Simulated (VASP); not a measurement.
# CdS (Greenockite) (P6_3mc) in VASP: further runs, part 2 of 2

VASP 6.6.1. Earlier steps stand in the parts before.

## Step 3: Single point, r2SCAN

Input file POSCAR:

```
CdS
1.0
    4.1500000000      0.0000000000      0.0000000000
   -2.0750000000      3.5940054257      0.0000000000
    0.0000000000      0.0000000000      6.7370000000
Cd S
2 2
Direct
    0.3333333333      0.6666666667      0.0000000000
    0.6666666667      0.3333333333      0.5000000000
    0.3333333333      0.6666666667      0.3750000000
    0.6666666667      0.3333333333      0.8750000000
```

Input file INCAR.step1:

```
PREC     = Accurate       # precision mode
ENCUT    = 520            # plane-wave cutoff, eV
ISMEAR   = 0              # smearing method
SIGMA    = 0.01           # smearing width, eV
LREAL    = F              # projectors in reciprocal space
LASPH    = T              # aspherical terms in the spheres
NELM     = 100            # most SCF steps
NBANDS   = 26             # bands
GGA      = PE             # functional
ALGO     = Normal         # electronic algorithm
EDIFF    = 1E-4           # SCF threshold, eV
LWAVE    = T              # write WAVECAR
LCHARG   = F              # write CHGCAR
```

Input file INCAR.step2:

```
PREC     = Accurate       # precision mode
ENCUT    = 520            # plane-wave cutoff, eV
EDIFF    = 1E-7           # SCF threshold, eV
ISMEAR   = 0              # smearing method
SIGMA    = 0.01           # smearing width, eV
LREAL    = F              # projectors in reciprocal space
LASPH    = T              # aspherical terms in the spheres
NELM     = 100            # most SCF steps
ALGO     = Normal         # electronic algorithm
ISIF     = 2              # what is computed and relaxed
LWAVE    = F              # write WAVECAR
LCHARG   = F              # write CHGCAR
METAGGA  = R2SCAN         # meta-GGA
LMIXTAU  = T            
NBANDS   = 26             # bands
ISTART   = 1
```

Input file KPOINTS:

```
Automatic mesh
0
Gamma
  3 3 2
```

Potentials or basis: VASP PAW PBE potentials, release 64 (Cd, S).

Run with:

```console
$ cat potpaw_PBE.64/Cd/POTCAR potpaw_PBE.64/S/POTCAR > POTCAR
$ cp INCAR.step1 INCAR
$ mpirun -np 1 vasp_std > vasp.out
$ cp INCAR.step2 INCAR
$ mpirun -np 1 vasp_std > vasp.out
```

OUTCAR:

```text
PREC = Accurate
   ENCUT = 520
   EDIFF = 1E-7
   ISMEAR = 0
   LREAL = F
   LASPH = T
   NELM = 100
   ISIF = 2
   METAGGA = R2SCAN
   ISTART = 1

 ion  position               nearest neighbor table
   1  0.333  0.667  0.000-   3 2.53   4 2.54   4 2.54   4 2.54
   2  0.667  0.333  0.500-   4 2.53   3 2.54   3 2.54   3 2.54
   3  0.333  0.667  0.375-   1 2.53   2 2.54   2 2.54   2 2.54
   4  0.667  0.333  0.875-   2 2.53   1 2.54   1 2.54   1 2.54

  LATTYP: Found a hexagonal cell.
[... 355 lines left out ...]
  Direction    XX          YY          ZZ          XY          YZ          ZX
  --------------------------------------------------------------------------------------
  -------------------------------------------------------------------------------------
  Total        0.8850768      0.8850768      0.7450109      0.0000000      0.0000000      0.0000000
  in kB       14.1123113     14.1123113     11.8789990      0.0000000      0.0000000      0.0000000
  external PRESSURE =      13.3678739 kB  Pullay stress =       0.0000000 kB

 VOLUME and BASIS-vectors are now :
 -----------------------------------------------------------------------------
  energy-cutoff  :      520.00
  volume of cell :      100.48
      direct lattice vectors                 reciprocal lattice vectors
     4.150000000  0.000000000  0.000000000     0.240963855  0.139120547  0.000000000
    -2.075000000  3.594005426  0.000000000     0.000000000  0.278241094  0.000000000
     0.000000000  0.000000000  6.737000000     0.000000000  0.000000000  0.148434021

 POSITION                                       TOTAL-FORCE (eV/Angst)
 -----------------------------------------------------------------------------------
     -0.00000      2.39600      0.00000        -0.000000     -0.000000     -0.025570
      2.07500      1.19800      3.36850        -0.000000     -0.000000     -0.025570
     -0.00000      2.39600      2.52637         0.000000      0.000000      0.025570
      2.07500      1.19800      5.89487         0.000000      0.000000      0.025570
 -----------------------------------------------------------------------------------
    total drift:                               -0.000000     -0.000000     -0.006221

  FREE ENERGIE OF THE ION-ELECTRON SYSTEM (eV)
  ---------------------------------------------------
  free  energy   TOTEN  =       -59.2327165748 eV

  energy  without entropy=      -59.2327165748  energy(sigma->0) =      -59.23271657
```

OUTCAR.step1:

```text
PREC = Accurate
   ENCUT = 520
   ISMEAR = 0
   LREAL = F
[... 385 lines left out ...]
     -0.00000      2.39600      0.00000         0.000000     -0.000000     -0.019041
      2.07500      1.19800      3.36850         0.000000      0.000000     -0.019041
     -0.00000      2.39600      2.52637         0.000000     -0.000000      0.019041
      2.07500      1.19800      5.89487        -0.000000      0.000000      0.019041
 -----------------------------------------------------------------------------------
    total drift:                               -0.000000     -0.000000     -0.000089

  FREE ENERGIE OF THE ION-ELECTRON SYSTEM (eV)
  ---------------------------------------------------
  free  energy   TOTEN  =       -12.1101752402 eV

  energy  without entropy=      -12.1101752402  energy(sigma->0) =      -12.11017524
```

OSZICAR.step1:

```text
N       E                     dE             d eps       ncg     rms          rms(c)
DAV:   1     0.251306141730E+03    0.25131E+03   -0.17477E+04   312   0.127E+03
DAV:   2     0.817905536574E+00   -0.25049E+03   -0.24183E+03   348   0.319E+02
DAV:   3    -0.131120354423E+02   -0.13930E+02   -0.13852E+02   378   0.758E+01
DAV:   4    -0.132542367773E+02   -0.14220E+00   -0.14211E+00   352   0.740E+00
DAV:   5    -0.132565116799E+02   -0.22749E-02   -0.22748E-02   394   0.919E-01    0.112E+01
DAV:   6    -0.121372553794E+02    0.11193E+01   -0.19306E+00   416   0.143E+01    0.890E+00
DAV:   7    -0.121129869494E+02    0.24268E-01   -0.77316E-01   324   0.466E+00    0.405E+00
DAV:   8    -0.121108648465E+02    0.21221E-02   -0.89499E-02   334   0.300E+00    0.559E-01
DAV:   9    -0.121097129300E+02    0.11519E-02   -0.14673E-02   344   0.151E+00    0.164E-01
DAV:  10    -0.121099965085E+02   -0.28358E-03   -0.12674E-03   342   0.354E-01    0.118E-01
DAV:  11    -0.121102176616E+02   -0.22115E-03   -0.42975E-04   342   0.153E-01    0.657E-02
DAV:  12    -0.121101752402E+02    0.42421E-04   -0.18570E-04   268   0.131E-01
   1 F= -.12110175E+02 E0= -.12110175E+02  d E =-.570011E-55
```

It took 53 s on 1 thread of AMD EPYC 9R45 (Zen 5), shared host; peak memory 0.2 GiB.

What came out:

```
Free energy            : -59.2327 eV
Pressure               : 1.3 GPa
Largest force          : 0.026 eV/Å
Band gap on the k mesh : 1.63 eV, direct
```

Forces in eV/Å, atoms in the order of the input:
```
Cd   0.000  0.000 -0.026
Cd   0.000  0.000 -0.026
S    0.000  0.000  0.026
S    0.000  0.000  0.026
```

Stress tensor (GPa, compression positive):
```
1.41 0.00 0.00
0.00 1.41 0.00
0.00 0.00 1.19
```

Levels at points of the mesh, in eV from the valence-band top:
```
           k point  band 16  band 17  band 18  band 19  band 20  band 21
(0.00, 0.00, 0.00)    -0.04     0.00     0.00     1.63     3.23     6.96
(0.00, 0.00, 0.50)    -0.40    -0.40    -0.40     3.28     3.28     6.63
```

Caveat: the k points lie up to 0.58 Å⁻¹ apart; the PAW data sets were made with another functional, which shifts forces and pressure a little. r2SCAN opens gaps a little over a GGA but as a rule still falls short of measured ones.

## Step 4: Single point, r2SCAN

POSCAR is that of step 3.

Input file INCAR.step1:

```
SYSTEM = CdS
PREC = Accurate ; ENCUT = 520
ISMEAR = 0 ; SIGMA = 0.01
LREAL = .False. ; LASPH = .True.
NELM = 60 ; NBANDS = 26
GGA = PE ; ALGO = Normal
EDIFF = 1E-4 ; LWAVE = .True.
LCHARG = .False.
```

Input file INCAR.step2:

```
SYSTEM = CdS
PREC = Accurate ; ENCUT = 520
EDIFF = 1E-6 ; ISMEAR = 0
SIGMA = 0.01 ; LREAL = .False.
LASPH = .True. ; NELM = 60
ALGO = Normal ; ISIF = 2
LWAVE = .False. ; LCHARG = .False.
METAGGA = R2SCAN ; LMIXTAU = .True.
NBANDS = 26 ; ISTART = 1
```

Input file KPOINTS:

```
regular mesh
0
Gamma
  6 6 2
  0 0 0
```

Run with:

```console
$ cat potpaw_PBE.64/Cd/POTCAR potpaw_PBE.64/S/POTCAR > POTCAR
$ cp INCAR.step1 INCAR
$ mpirun -np 1 vasp_std > vasp.out
$ cp INCAR.step2 INCAR
$ mpirun -np 1 vasp_std > vasp.out
```

It took 84 s on 1 thread of AMD EPYC 9R45 (Zen 5), shared host; peak memory 0.2 GiB.

It converged, with:

* Free energy: -59.3745 eV
* Pressure: 1.0 GPa
* Largest force: 0.071 eV/Å
* Band gap on the k mesh: 1.65 eV, direct

Forces on the atoms (eV/Å):
```
Cd   0.000  0.000 -0.071
Cd   0.000  0.000 -0.071
S    0.000  0.000  0.071
S    0.000  0.000  0.071
```

Stress tensor (GPa, compression positive):
```
0.80 0.00 0.00
0.00 0.80 0.00
0.00 0.00 1.39
```

Levels at points of the mesh, in eV from the valence-band top:
```tsv
k point	band 15	band 16	band 17	band 18	band 19	band 20	band 21	band 22
(0.00, 0.00, 0.00)	-0.77	-0.04	0.00	0.00	1.65	3.25	6.99	6.99
(0.50, 0.00, 0.00)	-2.67	-1.89	-1.31	-0.74	4.18	4.25	5.42	6.88
(0.00, 0.00, 0.50)	-0.40	-0.40	-0.40	-0.40	3.30	3.30	6.65	6.65
(0.50, 0.00, 0.50)	-1.35	-1.35	-1.34	-1.34	3.87	3.87	5.82	5.82
```

Caveat: the k points lie up to 0.47 Å⁻¹ apart; the PAW data sets were made with another functional, which shifts forces and pressure a little. r2SCAN opens gaps a little over a GGA but as a rule still falls short of measured ones.

## Step 5: The runs side by side

```tsv
k mesh	gap on the mesh (eV)	pressure (GPa)	largest force (eV/Å)
3 × 3 × 1	1.65	0.8	0.17
3 × 3 × 2	1.63	1.3	0.03
6 × 6 × 2	1.65	1.0	0.07
```

Alike in all rows: task single point; level r2SCAN; potentials or basis VASP PAW PBE potentials, release 64 (Cd, S); no spin polarisation; cell as given; cutoff (eV) 520; smearing gaussian 0.01 eV.

Caveats: all runs use coarse meshes; the PAW data sets were made with another functional, which shifts forces and pressure a little.

Total energies depend on the potentials used, so only differences within one code and one set of settings carry meaning.
